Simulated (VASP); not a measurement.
# Ge (Im-3m) in VASP: a series of runs

Runs on Ge. Level: PBE. Tasks: single point.

All numbers are computed with VASP 6.6.1; they aren't measurements. Logs are shortened: lines on timing, memory, paths and dates and some standing lists are left out, and cuts for length are marked.

## Step 1: The cell of the first run

Symmetry: Im-3m, No. 229, cubic system. Conventional cell: a = 2.975 Å, b = 2.975 Å, c = 2.975 Å, α = 90.00°, β = 90.00°, γ = 90.00°. Ge (site symmetry m-3m) has 14 Ge at 2.58 to 2.97 Å within 3.4 Å.

## Step 2: Single point, PBE (volume scaled by 0.68)

INCAR

```
  PREC = Accurate
  ENCUT = 520
  EDIFF = 1E-6
  ISMEAR = -1
  SIGMA = 0.08
  LREAL = False
  LASPH = True
  NELM = 80
  ALGO = Normal
  ISIF = 2
  LWAVE = False
  LCHARG = False
  GGA = PE
  NBANDS = 13
```

KPOINTS

```
regular mesh
0
Gamma
  16 16 16
```

POSCAR

```
Ge
1.0
   -1.4873576275      1.4873576275      1.4873576275
    1.4873576275     -1.4873576275      1.4873576275
    1.4873576275      1.4873576275     -1.4873576275
Ge
1
Direct
    0.0000000000      0.0000000000      0.0000000000
```

Potentials or basis: VASP PAW PBE potentials, release 64 (Ge_d).

Run with:

```
$ cat potpaw_PBE.64/Ge_d/POTCAR > POTCAR
$ mpirun -np 1 vasp_std > vasp.out
```

OUTCAR:

```text
PREC = Accurate
   ENCUT = 520
   EDIFF = 1E-6
   ISMEAR = -1
   LREAL = False
   LASPH = True
   NELM = 80
   ISIF = 2
   GGA = PE

 ion  position               nearest neighbor table
   1  0.000  0.000  0.000-

  LATTYP: Found a body centered cubic cell.
 ALAT       =     2.9747152550

  Lattice vectors:

 A1 = (  -1.4873576275,   1.4873576275,   1.4873576275)
 A2 = (   1.4873576275,  -1.4873576275,   1.4873576275)
 A3 = (   1.4873576275,   1.4873576275,  -1.4873576275)

Analysis of symmetry for initial positions (statically):
=====================================================================
 Subroutine PRICEL returns:
 Original cell was already a primitive cell.

 Routine SETGRP: Setting up the symmetry group for a
 body centered cubic supercell.

 Subroutine GETGRP returns: Found 48 space group operations
 (whereof 48 operations were pure point group operations)
 out of a pool of 48 trial point group operations.

The static configuration has the point symmetry O_h .

Analysis of symmetry for dynamics (positions and initial velocities):
=====================================================================
 Subroutine PRICEL returns:
 Original cell was already a primitive cell.

 Routine SETGRP: Setting up the symmetry group for a
 body centered cubic supercell.

 Subroutine GETGRP returns: Found 48 space group operations
 (whereof 48 operations were pure point group operations)
 out of a pool of 48 trial point group operations.

The dynamic configuration has the point symmetry O_h .

 Subroutine INISYM returns: Found 48 space group operations
 (whereof 48 operations are pure point group operations),
 and found     1 'primitive' translations

----------------------------------------------------------------------------------------

                                     Primitive cell

  volume of cell :      13.1615

  direct lattice vectors                    reciprocal lattice vectors
    -1.487357628  1.487357628  1.487357628     0.000000000  0.336166629  0.336166629
     1.487357628 -1.487357628  1.487357628     0.336166629  0.000000000  0.336166629
     1.487357628  1.487357628 -1.487357628     0.336166629  0.336166629  0.000000000

  length of vectors
     2.576178980  2.576178980  2.576178980     0.475411406  0.475411406  0.475411406

  position of ions in fractional coordinates (direct lattice)
     0.000000000  0.000000000  0.000000000

  ion indices of the primitive-cell ions
   primitive index   ion index
                 1           1

----------------------------------------------------------------------------------------

 KPOINTS: regular mesh

Automatic generation of k-mesh.
 Grid dimensions read from file:
 generate k-points for:   16   16   16

 Generating k-lattice:

  Cartesian coordinates                     Fractional coordinates (reciprocal lattice)
     0.000000000  0.021010414  0.021010414     0.062500000  0.000000000  0.000000000
     0.021010414  0.000000000  0.021010414     0.000000000  0.062500000  0.000000000
     0.021010414  0.021010414  0.000000000     0.000000000  0.000000000  0.062500000

  Length of vectors
     0.029713213  0.029713213  0.029713213

  Shift w.r.t. Gamma in fractional coordinates (k-lattice)
     0.000000000  0.000000000  0.000000000

 Subroutine IBZKPT returns following result:
 ===========================================

 Found    145 irreducible k-points:

 Following reciprocal coordinates:
            Coordinates               Weight
  0.000000  0.000000  0.000000      1.000000
  0.062500  0.000000  0.000000     12.000000
  0.125000  0.000000  0.000000     12.000000
  0.187500  0.000000  0.000000     12.000000
  0.250000  0.000000  0.000000     12.000000
  0.312500  0.000000  0.000000     12.000000
[... 16 lines left out ...]
  0.187500  0.187500  0.000000     24.000000
  0.250000  0.187500  0.000000     48.000000
 [... further k-points ...]
   k-points           NKPTS =    145   k-points in BZ     NKDIM =    145   number of bands    NBANDS=     13
   number of dos      NEDOS =    301   number of ions     NIONS =      1
   total plane-waves  NPLWV =   8000
   dimension x,y,z NGX =    20 NGY =   20 NGZ =   20
   dimension x,y,z NGXF=    40 NGYF=   40 NGZF=   40
   ions per type =               1
   NGX,Y,Z   is equivalent  to a cutoff of  12.91, 12.91, 12.91 a.u.
   NGXF,Y,Z  is equivalent  to a cutoff of  25.81, 25.81, 25.81 a.u.
 SYSTEM =  unknown system
   PREC   = accura    normal or accurate (medium, high low for compatibility)
   ISTART =      0    job   : 0-new  1-cont  2-samecut
   ICHARG =      2    charge: 1-file 2-atom 10-const
   ISPIN  =      1    spin polarized calculation?
   LNONCOLLINEAR =      F non collinear calculations
   LSORBIT =      F    spin-orbit coupling
   LASPH  =      T    aspherical Exc in radial PAW
   ENCUT  =  520.0 eV  38.22 Ry    6.18 a.u.   4.79  4.79  4.79*2*pi/ulx,y,z
   NELM   =     80;   NELMIN=  2; NELMDL= -5     # of ELM steps
   EDIFF  = 0.1E-05   stopping-criterion for ELM
   LREAL  =      F    real-space projection
   EDIFFG = 0.1E-04   stopping-criterion for IOM
   NSW    =      0    number of steps for IOM
   IBRION =     -1    ionic relax: 0-MD 1-quasi-New 2-CG
   NFREE  =      0    steps in history (QN), initial steepest desc. (CG)
   ISIF   =      2    stress and relaxation
   ISYM   =      2    0-nonsym 1-usesym 2-fastsym
   POTIM  = 0.5000    time-step for ionic-motion
   TEBEG  =    0.0;   TEEND  =   0.0 temperature during run
   PSTRESS=    0.0 pullay stress
   NELECT =      14.0000    total number of electrons
   NUPDOWN=      -1.0000    fix difference up-down
   EMIN   =  10.00;   EMAX   =-10.00  energy-range for DOS
   EFERMI =   0.00;   METHOD = LEGACY
   ISMEAR =    -1;   SIGMA  =   0.08  broadening in eV -4-tet -1-fermi 0-gaus
   EFERMI_NEDOS =   21; number of points for ismear=-14 and -15
   IALGO  =     38    algorithm
   IMIX   =      4    mixing-type and parameters
     AMIX     =   0.40;   BMIX     =  1.00
     AMIX_MAG =   1.60;   BMIX_MAG =  1.00
  volume/ion in A,a.u.               =      13.16        88.82
  Fermi-wavevector in a.u.,A,eV,Ry     =   1.671150  3.158016 37.997567  2.792742
  Thomas-Fermi vector in A             =   2.756523
   LORBIT       =      0    0 simple, 1 ext, 2 COOP (PROOUT), +10 PAW based schemes
   GGA     = PE    functional components
   LHFCALC =     F    Hartree Fock is set to
   AEXX    =    0.0000 exact exchange contribution
   IVDW    =     0    specifies the selected vdW correction
   LEPSILON=     F    determine dielectric tensor
   LRPA    =     F    only Hartree local field effects (RPA)
 non-spin polarized calculation
  energy-cutoff  :      520.00
  volume of cell :       13.16
 maximum number of plane-waves:       370
   NGX =  9   NGY =  9   NGZ =  9

 number of electron      13.9999983 magnetization

 Free energy of the ion-electron system (eV)
  ---------------------------------------------------
  ext. energy  EPLUGINS =         0.00000000
  ---------------------------------------------------
  free energy    TOTEN  =        -3.40541758 eV

  energy without entropy =       -3.39592663  energy(sigma->0) =       -3.40067211

 E-fermi :  11.3695     XC(G=0): -13.2358

 val. band max:       11.3597631685   @ k =   0.2500   0.0625   0.0625
 cond. band min:      11.4588274463   @ k =  -0.3750   0.5000   0.1250
 fundamental gap:      0.0990642777
 Fermi energy:        11.3694618791

 k-point     1 :       0.0000    0.0000    0.0000
  band No.  band energies     occupation
      1     -13.7332      2.00000
      2     -13.7332      2.00000
      3     -13.7332      2.00000
      4     -13.4998      2.00000
      5     -13.4998      2.00000
      6      -5.3794      2.00000
      7      25.0443      0.00000
      8      25.0443      0.00000
      9      25.0443      0.00000
     10      29.5267      0.00000
     11      29.5267      0.00000
     12      29.5267      0.00000
     13      30.3093      0.00000

 k-point     2 :       0.0625    0.0000    0.0000
  band No.  band energies     occupation
      1     -13.7369      2.00000
      2     -13.7298      2.00000
      3     -13.7193      2.00000
      4     -13.5037      2.00000
      5     -13.4999      2.00000
      6      -5.2437      2.00000
      7      23.6281      0.00000
      8      24.2276      0.00000
      9      24.7713      0.00000
     10      28.0920      0.00000
     11      28.1371      0.00000
     12      29.7080      0.00000
     13      30.5706      0.00000

 k-point     3 :       0.1250    0.0000    0.0000
  band No.  band energies     occupation
      1     -13.7475      2.00000
      2     -13.7218      2.00000
      3     -13.6796      2.00000
      4     -13.5138      2.00000
      5     -13.5002      2.00000
      6      -4.8354      2.00000
      7      20.6314      0.00000
      8      22.7333      0.00000
      9      24.0149      0.00000
     10      26.5774      0.00000
     11      26.8920      0.00000
     12      29.4409      0.00000
     13      31.4113      0.00000
[... 305 lines left out ...]
 k-point    23 :       0.1875    0.1875    0.0000
  band No.  band energies     occupation
      1     -13.7764      2.00000
      2     -13.7098      2.00000
      3     -13.5417      2.00000
      4     -13.5213      2.00000
      5     -13.4800      2.00000
      6      -1.6727      2.00000
      7      12.9576      0.00000
      8      14.0162      0.00000
      9      19.5261      0.00000
     10      26.7543      0.00000
     11      27.0566      0.00000
     12      32.1101      0.00000
     13      34.4213      0.00000

 k-point    24 :       0.2500    0.1875    0.0000
  band No.  band energies     occupation
      1     -13.7855      2.00000
      2     -13.7033      2.00000
      3     -13.5362      2.00000
      4     -13.5240      2.00000
      5     -13.4490      2.00000
      6      -0.2943      2.00000
      7      10.4810      1.99997
      8      12.7994      0.00000
      9      18.7925      0.00000
     10      26.3150      0.00000
     11      28.0554      0.00000
     12      32.3911      0.00000
     13      36.5266      0.00000

 [... further k-points ...]

------------------------ aborting loop because EDIFF is reached ----------------------------------------

  FORCE on cell =-STRESS in cart. coord.  units (eV):
  Direction    XX          YY          ZZ          XY          YZ          ZX
  --------------------------------------------------------------------------------------
  -------------------------------------------------------------------------------------
  Total        4.7307675      4.7307675      4.7307675      0.0000000      0.0000000     -0.0000000
  in kB      575.8852798    575.8852798    575.8852798      0.0000000      0.0000000     -0.0000000
  external PRESSURE =     575.8852798 kB  Pullay stress =       0.0000000 kB

 VOLUME and BASIS-vectors are now :
 -----------------------------------------------------------------------------
  energy-cutoff  :      520.00
  volume of cell :       13.16
      direct lattice vectors                 reciprocal lattice vectors
    -1.487357628  1.487357628  1.487357628     0.000000000  0.336166629  0.336166629
     1.487357628 -1.487357628  1.487357628     0.336166629  0.000000000  0.336166629
     1.487357628  1.487357628 -1.487357628     0.336166629  0.336166629  0.000000000

 POSITION                                       TOTAL-FORCE (eV/Angst)
 -----------------------------------------------------------------------------------
      0.00000      0.00000      0.00000         0.000000     -0.000000      0.000000
 -----------------------------------------------------------------------------------
    total drift:                                0.000000     -0.000000      0.000000

  FREE ENERGIE OF THE ION-ELECTRON SYSTEM (eV)
  ---------------------------------------------------
  free  energy   TOTEN  =        -3.4054175835 eV

  energy  without entropy=       -3.3959266296  energy(sigma->0) =       -3.40067211
```

Wall time 11 s (1 thread of Intel Xeon 6975P-C, shared host); peak memory 0.14 GiB.

Results:

```yaml
Free_energy: -3.4054 eV
Pressure: 57.6 GPa
Band_gap_on_the_k_mesh: zero (band 7 reaches 25.04 eV, above the bottom of band 8 at 6.83 eV)
```

## Step 3: Single point, PBE (volume scaled by 0.76)

INCAR

```
SYSTEM = Ge
PREC = Accurate
ENCUT = 520
EDIFF = 1E-6
ISMEAR = -1
SIGMA = 0.08
LREAL = .FALSE.
LASPH = .TRUE.
NELM = 100
ALGO = Normal
ISIF = 2
LWAVE = .FALSE.
LCHARG = .TRUE.
GGA = PE
LELF = .TRUE.
LVHAR = .TRUE.
NBANDS = 13
```

KPOINTS

```
regular mesh
0
G
  16 16 16
  0 0 0
```

POSCAR

```
Ge
1.0
   -1.5435367172      1.5435367172      1.5435367172
    1.5435367172     -1.5435367172      1.5435367172
    1.5435367172      1.5435367172     -1.5435367172
Ge
1
Direct
    0.0000000000      0.0000000000      0.0000000000
```

Potentials or basis: VASP PAW PBE potentials, release 64 (Ge_d).

Run with:

```
$ cat potpaw_PBE.64/Ge_d/POTCAR > POTCAR
$ mpirun -np 1 vasp_std > vasp.out
```

Run time: 12 s. Hardware: 1 thread of Intel Xeon 6975P-C, shared host; peak memory 0.14 GiB.

The run converged. Its results:

```
Free energy            : -3.8269 eV
Pressure               : 31.3 GPa
Band gap on the k mesh : zero (band 7 reaches 21.90 eV, above the bottom of band 8 at 5.80 eV)
```

Levels at points of the mesh, in eV from the Fermi level:
```csv
k point,band 3,band 4,band 5,band 6,band 7,band 8,band 9,band 10,band 11,band 12
"(0.00, 0.00, 0.00)",-24.93,-24.76,-24.76,-15.50,12.12,12.12,12.12,17.07,17.07,17.07
"(0.50, 0.00, 0.00)",-24.77,-24.76,-24.65,-7.87,-6.92,5.57,8.11,10.61,11.37,22.65
"(0.50, 0.50, 0.50)",-24.68,-24.68,-24.68,-0.73,-0.73,-0.73,-0.62,4.14,4.14,29.36
```

## Step 4: Single point, PBE (volume scaled by 0.76)

INCAR

```
PREC = Accurate
ENCUT = 520
EDIFF = 1E-6
ISMEAR = -1
SIGMA = 0.08
LREAL = F
LASPH = T
NELM = 100
ALGO = Normal
ISIF = 2
LWAVE = F
LCHARG = T
GGA = PE
LELF = T
LVHAR = T
NBANDS = 13
```

KPOINTS

```
Automatic mesh
0
Gamma
  16 16 16
```

POSCAR is that of step 3.

Run with:

```
$ cat potpaw_PBE.64/Ge_d/POTCAR > POTCAR
$ mpirun -np 1 vasp_std > vasp.out
```

Run time: 13 s. Hardware: 1 thread of Intel Xeon 6975P-C, shared host; peak memory 0.14 GiB.

The run converged. Its results:

```yaml
Free_energy: -3.8269 eV
Pressure: 31.3 GPa
Band_gap_on_the_k_mesh: zero (band 7 reaches 21.90 eV, above the bottom of band 8 at 5.80 eV)
```

Levels at points of the mesh, in eV from the Fermi level:
| k point | band 5 | band 6 | band 7 | band 8 | band 9 | band 10 |
| --- | --- | --- | --- | --- | --- | --- |
| (0.00, 0.00, 0.00) | -24.76 | -15.50 | 12.12 | 12.12 | 12.12 | 17.07 |
| (0.50, 0.00, 0.00) | -24.65 | -7.87 | -6.92 | 5.57 | 8.11 | 10.61 |
| (0.50, 0.50, 0.50) | -24.68 | -0.73 | -0.73 | -0.73 | -0.62 | 4.14 |

## Step 5: Single point, PBE (volume scaled by 0.84)

INCAR

```
ALGO     = Normal         # electronic algorithm
EDIFF    = 1E-7           # SCF threshold, eV
ENCUT    = 520            # plane-wave cutoff, eV
GGA      = PE             # functional
ISIF     = 2              # what is computed and relaxed
ISMEAR   = -1             # smearing method
LASPH    = True           # aspherical terms in the spheres
LCHARG   = False          # write CHGCAR
LREAL    = False          # projectors in reciprocal space
LWAVE    = False          # write WAVECAR
NBANDS   = 13             # bands
NELM     = 100            # most SCF steps
PREC     = Accurate       # precision mode
SIGMA    = 0.08           # smearing width, eV
```

KPOINTS

```
k-points
0
Gamma
  16 16 16
```

POSCAR

```
Ge
1.0
   -1.5958994660      1.5958994660      1.5958994660
    1.5958994660     -1.5958994660      1.5958994660
    1.5958994660      1.5958994660     -1.5958994660
Ge
1
Direct
    0.0000000000      0.0000000000      0.0000000000
```

Run with:

```
$ cat potpaw_PBE.64/Ge_d/POTCAR > POTCAR
$ mpirun -np 1 vasp_std > vasp.out
```

Run time: 15 s. Hardware: 1 thread of Intel Xeon 6975P-C, shared host; peak memory 0.16 GiB.

The run converged. Its results:

```
Free energy            : -4.0501 eV
Pressure               : 15.8 GPa
Band gap on the k mesh : zero (band 7 reaches 19.33 eV, above the bottom of band 8 at 4.96 eV)
```

Levels at points of the mesh, in eV from the Fermi level:
```
           k point  band 3  band 4  band 5  band 6  band 7  band 8  band 9  band 10  band 11  band 12
(0.00, 0.00, 0.00)  -24.82  -24.69  -24.69  -14.47   10.86   10.86   10.86    16.18    16.18    16.18
(0.50, 0.00, 0.00)  -24.70  -24.69  -24.61   -7.67   -6.22    5.08    7.57    10.24    10.57    21.25
(0.50, 0.50, 0.50)  -24.63  -24.63  -24.63   -1.48   -0.60   -0.60   -0.60     4.26     4.26    28.13
```

## Step 6: Overview

| cell | gap on the mesh (eV) | pressure (GPa) |
| --- | --- | --- |
| a = 2.576 Å, angles 109.5°, 1 atom | none | 57.6 |
| a = 2.673 Å, angles 109.5°, 1 atom | none | 31.3 |
| a = 2.764 Å, angles 109.5°, 1 atom | none | 15.8 |

Alike in all rows: task single point; level PBE; potentials or basis VASP PAW PBE potentials, release 64 (Ge_d); no spin polarisation; k mesh 16 × 16 × 16; cutoff (eV) 520; smearing fermi-dirac 0.08 eV.

Total energies depend on the potentials used, so only differences within one code and one set of settings carry meaning.
